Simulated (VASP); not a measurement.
# TaSi3 (Pm-3m) in VASP: notebook

TaSi3 is run at these levels: PBE; tasks: single point, relaxation of cell and atoms.

All numbers are computed with VASP 6.6.1; they aren't measurements. Logs are shortened: lines on timing, memory, paths and dates and some standing lists are left out, and cuts for length are marked.

### 1 The cell of the first run

The structure is cubic, space group Pm-3m (No. 221). Conventional cell: a = 3.926 Å, b = 3.926 Å, c = 3.926 Å, α = 90.00°, β = 90.00°, γ = 90.00°. Within 3.7 Å of Ta (site symmetry m-3m) lie 12 Si at 2.78 Å. Within 3.7 Å of Si (site symmetry 4/mmm) lie 4 Ta at 2.78 Å and 8 Si at 2.78 Å.

### 2 Single point, PBE

INCAR reads:

```
PREC = Accurate ; ENCUT = 520
EDIFF = 1E-6 ; ISMEAR = 0
SIGMA = 0.1 ; LREAL = F
LASPH = T ; NELM = 80
ALGO = Normal ; ISIF = 2
LWAVE = F ; LCHARG = F
GGA = PE ; NBANDS = 20
```

KPOINTS reads:

```
regular mesh
0
Gamma
  4 4 4
```

POSCAR reads:

```
TaSi3
1.0
    3.9255586700      0.0000000000      0.0000000000
    0.0000000000      3.9255586700      0.0000000000
    0.0000000000      0.0000000000      3.9255586700
Ta Si
1 3
Direct
    0.0000000000      0.0000000000      0.0000000000
    0.0000000000      0.5000000000      0.5000000000
    0.5000000000      0.0000000000      0.5000000000
    0.5000000000      0.5000000000      0.0000000000
```

Potentials or basis: VASP PAW PBE potentials, release 64 (Ta_pv, Si).

Launch:

```
$ cat potpaw_PBE.64/Ta_pv/POTCAR potpaw_PBE.64/Si/POTCAR > POTCAR
$ mpirun -np 1 vasp_std > vasp.out
```

OUTCAR:

```text
PREC = Accurate
   ENCUT = 520
   EDIFF = 1E-6
   ISMEAR = 0
   LREAL = F
   LASPH = T
   NELM = 80
   ISIF = 2
   GGA = PE

 ion  position               nearest neighbor table
   1  0.000  0.000  0.000-   2 2.78   3 2.78   4 2.78   2 2.78   3 2.78   2 2.78   4 2.78   2 2.78
                             3 2.78   4 2.78   3 2.78   4 2.78
   2  0.000  0.500  0.500-   1 2.78   3 2.78   4 2.78   1 2.78   4 2.78   1 2.78   3 2.78   1 2.78
                             3 2.78   4 2.78   4 2.78   3 2.78
   3  0.500  0.000  0.500-   1 2.78   2 2.78   4 2.78   1 2.78   4 2.78   2 2.78   4 2.78   4 2.78
                             1 2.78   2 2.78   1 2.78   2 2.78
   4  0.500  0.500  0.000-   1 2.78   2 2.78   3 2.78   2 2.78   3 2.78   1 2.78   3 2.78   3 2.78
                             1 2.78   2 2.78   2 2.78   1 2.78

  LATTYP: Found a simple cubic cell.
 ALAT       =     3.9255586700

  Lattice vectors:

 A1 = (   3.9255586700,   0.0000000000,   0.0000000000)
 A2 = (   0.0000000000,   3.9255586700,   0.0000000000)
 A3 = (   0.0000000000,   0.0000000000,   3.9255586700)

Analysis of symmetry for initial positions (statically):
=====================================================================
 Subroutine PRICEL returns:
 Original cell was already a primitive cell.

 Routine SETGRP: Setting up the symmetry group for a
 simple cubic supercell.

 Subroutine GETGRP returns: Found 48 space group operations
 (whereof 48 operations were pure point group operations)
 out of a pool of 48 trial point group operations.

The static configuration has the point symmetry O_h .

Analysis of symmetry for dynamics (positions and initial velocities):
=====================================================================
 Subroutine PRICEL returns:
 Original cell was already a primitive cell.

 Routine SETGRP: Setting up the symmetry group for a
 simple cubic supercell.

 Subroutine GETGRP returns: Found 48 space group operations
 (whereof 48 operations were pure point group operations)
 out of a pool of 48 trial point group operations.

The dynamic configuration has the point symmetry O_h .

 Subroutine INISYM returns: Found 48 space group operations
 (whereof 48 operations are pure point group operations),
 and found     1 'primitive' translations

----------------------------------------------------------------------------------------

                                     Primitive cell

  volume of cell :      60.4929

  direct lattice vectors                    reciprocal lattice vectors
     3.925558670  0.000000000  0.000000000     0.254740811  0.000000000  0.000000000
     0.000000000  3.925558670  0.000000000     0.000000000  0.254740811  0.000000000
     0.000000000  0.000000000  3.925558670     0.000000000  0.000000000  0.254740811

  length of vectors
     3.925558670  3.925558670  3.925558670     0.254740811  0.254740811  0.254740811

  position of ions in fractional coordinates (direct lattice)
     0.000000000  0.000000000  0.000000000
     0.000000000  0.500000000  0.500000000
     0.500000000  0.000000000  0.500000000
     0.500000000  0.500000000  0.000000000

  ion indices of the primitive-cell ions
   primitive index   ion index
                 1           1
                 2           2
                 3           3
                 4           4

----------------------------------------------------------------------------------------

 KPOINTS: regular mesh

Automatic generation of k-mesh.
 Grid dimensions read from file:
 generate k-points for:    4    4    4

 Generating k-lattice:

  Cartesian coordinates                     Fractional coordinates (reciprocal lattice)
     0.063685203  0.000000000  0.000000000     0.250000000  0.000000000  0.000000000
     0.000000000  0.063685203  0.000000000     0.000000000  0.250000000  0.000000000
     0.000000000  0.000000000  0.063685203     0.000000000  0.000000000  0.250000000

  Length of vectors
     0.063685203  0.063685203  0.063685203

  Shift w.r.t. Gamma in fractional coordinates (k-lattice)
     0.000000000  0.000000000  0.000000000

 Subroutine IBZKPT returns following result:
 ===========================================

 Found     10 irreducible k-points:

 Following reciprocal coordinates:
            Coordinates               Weight
  0.000000  0.000000  0.000000      1.000000
  0.250000  0.000000  0.000000      6.000000
  0.500000  0.000000  0.000000      3.000000
  0.250000  0.250000  0.000000     12.000000
  0.500000  0.250000  0.000000     12.000000
  0.500000  0.500000  0.000000      3.000000
  0.250000  0.250000  0.250000      8.000000
  0.500000  0.250000  0.250000     12.000000
  0.500000  0.500000  0.250000      6.000000
  0.500000  0.500000  0.500000      1.000000
   k-points           NKPTS =     10   k-points in BZ     NKDIM =     10   number of bands    NBANDS=     20
   number of dos      NEDOS =    301   number of ions     NIONS =      4
   total plane-waves  NPLWV =  27000
   dimension x,y,z NGX =    30 NGY =   30 NGZ =   30
   dimension x,y,z NGXF=    60 NGYF=   60 NGZF=   60
   ions per type =               1   3
   NGX,Y,Z   is equivalent  to a cutoff of  12.70, 12.70, 12.70 a.u.
   NGXF,Y,Z  is equivalent  to a cutoff of  25.41, 25.41, 25.41 a.u.
 SYSTEM =  unknown system
   PREC   = accura    normal or accurate (medium, high low for compatibility)
   ISTART =      0    job   : 0-new  1-cont  2-samecut
   ICHARG =      2    charge: 1-file 2-atom 10-const
   ISPIN  =      1    spin polarized calculation?
   LNONCOLLINEAR =      F non collinear calculations
   LSORBIT =      F    spin-orbit coupling
   LASPH  =      T    aspherical Exc in radial PAW
   ENCUT  =  520.0 eV  38.22 Ry    6.18 a.u.   7.30  7.30  7.30*2*pi/ulx,y,z
   NELM   =     80;   NELMIN=  2; NELMDL= -5     # of ELM steps
   EDIFF  = 0.1E-05   stopping-criterion for ELM
   LREAL  =      F    real-space projection
   EDIFFG = 0.1E-04   stopping-criterion for IOM
   NSW    =      0    number of steps for IOM
   IBRION =     -1    ionic relax: 0-MD 1-quasi-New 2-CG
   NFREE  =      0    steps in history (QN), initial steepest desc. (CG)
   ISIF   =      2    stress and relaxation
   ISYM   =      2    0-nonsym 1-usesym 2-fastsym
   POTIM  = 0.5000    time-step for ionic-motion
   TEBEG  =    0.0;   TEEND  =   0.0 temperature during run
   PSTRESS=    0.0 pullay stress
   NELECT =      23.0000    total number of electrons
   NUPDOWN=      -1.0000    fix difference up-down
   EMIN   =  10.00;   EMAX   =-10.00  energy-range for DOS
   EFERMI =   0.00;   METHOD = LEGACY
   ISMEAR =     0;   SIGMA  =   0.10  broadening in eV -4-tet -1-fermi 0-gaus
   EFERMI_NEDOS =   21; number of points for ismear=-14 and -15
   IALGO  =     38    algorithm
   IMIX   =      4    mixing-type and parameters
     AMIX     =   0.40;   BMIX     =  1.00
     AMIX_MAG =   1.60;   BMIX_MAG =  1.00
  volume/ion in A,a.u.               =      15.12       102.06
  Fermi-wavevector in a.u.,A,eV,Ry     =   1.185994  2.241204 19.137720  1.406583
  Thomas-Fermi vector in A             =   2.322176
   LORBIT       =      0    0 simple, 1 ext, 2 COOP (PROOUT), +10 PAW based schemes
   GGA     = PE    functional components
   LHFCALC =     F    Hartree Fock is set to
   AEXX    =    0.0000 exact exchange contribution
   IVDW    =     0    specifies the selected vdW correction
   LEPSILON=     F    determine dielectric tensor
   LRPA    =     F    only Hartree local field effects (RPA)
 non-spin polarized calculation
 Gauss-broadening in eV      SIGMA  =   0.10
  energy-cutoff  :      520.00
  volume of cell :       60.49
 maximum number of plane-waves:      1654
 NGX is ok and might be reduce to    30
   NGX = 15   NGY = 15   NGZ = 15

 number of electron      22.9999999 magnetization

 Free energy of the ion-electron system (eV)
  ---------------------------------------------------
  ext. energy  EPLUGINS =         0.00000000
  ---------------------------------------------------
  free energy    TOTEN  =       -27.02876303 eV

  energy without entropy =      -27.00332090  energy(sigma->0) =      -27.01604196

 E-fermi :   9.6178     XC(G=0): -11.6725

 val. band max:        9.6085147261   @ k =   0.5000   0.2500   0.0000
 cond. band min:       9.6475585670   @ k =   0.5000   0.2500   0.2500
 fundamental gap:      0.0390438409
 Fermi energy:         9.6177580895

 k-point     1 :       0.0000    0.0000    0.0000
  band No.  band energies     occupation
      1     -25.5405      2.00000
      2     -25.5405      2.00000
      3     -25.5405      2.00000
      4      -4.2196      2.00000
      5       3.3396      2.00000
      6       3.3396      2.00000
[... 12 lines left out ...]
     19      15.7317      0.00000
     20      15.7317      0.00000

 k-point     2 :       0.2500    0.0000    0.0000
  band No.  band energies     occupation
      1     -25.5608      2.00000
      2     -25.5388      2.00000
      3     -25.5388      2.00000
      4      -3.5739      2.00000
      5       1.0751      2.00000
      6       3.8942      2.00000
[... 12 lines left out ...]
     19      14.3068      0.00000
     20      14.3068      0.00000

 k-point     3 :       0.5000    0.0000    0.0000
  band No.  band energies     occupation
      1     -25.5810      2.00000
      2     -25.5371      2.00000
      3     -25.5371      2.00000
      4      -2.0171      2.00000
      5      -1.3798      2.00000
      6       4.8339      2.00000
[... 12 lines left out ...]
     19      16.6922      0.00000
     20      17.0653      0.00000

 k-point     4 :       0.2500    0.2500    0.0000
  band No.  band energies     occupation
      1     -25.5591      2.00000
      2     -25.5581      2.00000
      3     -25.5371      2.00000
      4      -2.9631      2.00000
      5       1.4461      2.00000
      6       1.6617      2.00000
[... 12 lines left out ...]
     19      14.2075      0.00000
     20      15.4923      0.00000

 k-point     5 :       0.5000    0.2500    0.0000
  band No.  band energies     occupation
      1     -25.5783      2.00000
      2     -25.5564      2.00000
      3     -25.5354      2.00000
      4      -1.5835      2.00000
      5      -0.7134      2.00000
      6       2.3584      2.00000
[... 12 lines left out ...]
     19      15.6996      0.00000
     20      15.7396      0.00000

 k-point     6 :       0.5000    0.5000    0.0000
  band No.  band energies     occupation
      1     -25.5757      2.00000
      2     -25.5757      2.00000
      3     -25.5338      2.00000
      4      -0.7148      2.00000
      5       0.5948      2.00000
      6       0.5948      2.00000
[... 12 lines left out ...]
     19      15.7706      0.00000
     20      16.1270      0.00000

 k-point     7 :       0.2500    0.2500    0.2500
  band No.  band energies     occupation
      1     -25.5575      2.00000
      2     -25.5560      2.00000
      3     -25.5560      2.00000
      4      -2.3873      2.00000
      5       1.6948      2.00000
      6       1.6948      2.00000
[... 12 lines left out ...]
     19      14.4434      0.00000
     20      16.9793      0.00000

 k-point     8 :       0.5000    0.2500    0.2500
  band No.  band energies     occupation
      1     -25.5757      2.00000
      2     -25.5548      2.00000
      3     -25.5538      2.00000
      4      -1.1336      2.00000
      5      -0.1590      2.00000
      6       2.0385      2.00000
[... 12 lines left out ...]
     19      14.9362      0.00000
     20      16.8071      0.00000

 k-point     9 :       0.5000    0.5000    0.2500
  band No.  band energies     occupation
      1     -25.5731      2.00000
      2     -25.5731      2.00000
      3     -25.5522      2.00000
      4      -0.1808      2.00000
      5       0.7348      2.00000
      6       0.7348      2.00000
[... 12 lines left out ...]
     19      15.5594      0.00000
     20      16.5773      0.00000

 k-point    10 :       0.5000    0.5000    0.5000
  band No.  band energies     occupation
      1     -25.5705      2.00000
      2     -25.5705      2.00000
      3     -25.5705      2.00000
      4       0.9045      2.00000
      5       0.9045      2.00000
      6       0.9045      2.00000
[... 12 lines left out ...]
     19      16.9247      0.00000
     20      17.3611      0.00000

------------------------ aborting loop because EDIFF is reached ----------------------------------------

  FORCE on cell =-STRESS in cart. coord.  units (eV):
  Direction    XX          YY          ZZ          XY          YZ          ZX
  --------------------------------------------------------------------------------------
  -------------------------------------------------------------------------------------
  Total       -1.3932922     -1.3932922     -1.3932922      0.0000000      0.0000000      0.0000000
  in kB      -36.9018695    -36.9018695    -36.9018695      0.0000000      0.0000000      0.0000000
  external PRESSURE =     -36.9018695 kB  Pullay stress =       0.0000000 kB

 VOLUME and BASIS-vectors are now :
 -----------------------------------------------------------------------------
  energy-cutoff  :      520.00
  volume of cell :       60.49
      direct lattice vectors                 reciprocal lattice vectors
     3.925558670  0.000000000  0.000000000     0.254740811  0.000000000  0.000000000
     0.000000000  3.925558670  0.000000000     0.000000000  0.254740811  0.000000000
     0.000000000  0.000000000  3.925558670     0.000000000  0.000000000  0.254740811

 POSITION                                       TOTAL-FORCE (eV/Angst)
 -----------------------------------------------------------------------------------
      0.00000      0.00000      0.00000         0.000000      0.000000      0.000000
      0.00000      1.96278      1.96278         0.000000      0.000000      0.000000
      1.96278      0.00000      1.96278         0.000000      0.000000      0.000000
      1.96278      1.96278      0.00000         0.000000      0.000000      0.000000
 -----------------------------------------------------------------------------------
    total drift:                                0.000000     -0.000000      0.000000

  FREE ENERGIE OF THE ION-ELECTRON SYSTEM (eV)
  ---------------------------------------------------
  free  energy   TOTEN  =       -27.0287630306 eV

  energy  without entropy=      -27.0033208965  energy(sigma->0) =      -27.01604196
```

Wall time 9.7 s (1 thread of Intel Xeon Platinum 8259CL at 2.50GHz (Skylake/Cascade Lake), shared host); peak memory 0.16 GiB.

What came out:

```
Free energy : -27.0288 eV
Pressure    : -3.7 GPa
```

Caveat: the k points lie up to 0.40 Å⁻¹ apart; spin-orbit coupling is left out, which moves the levels of the heavy elements.

(Continued in part 2 of 2.)
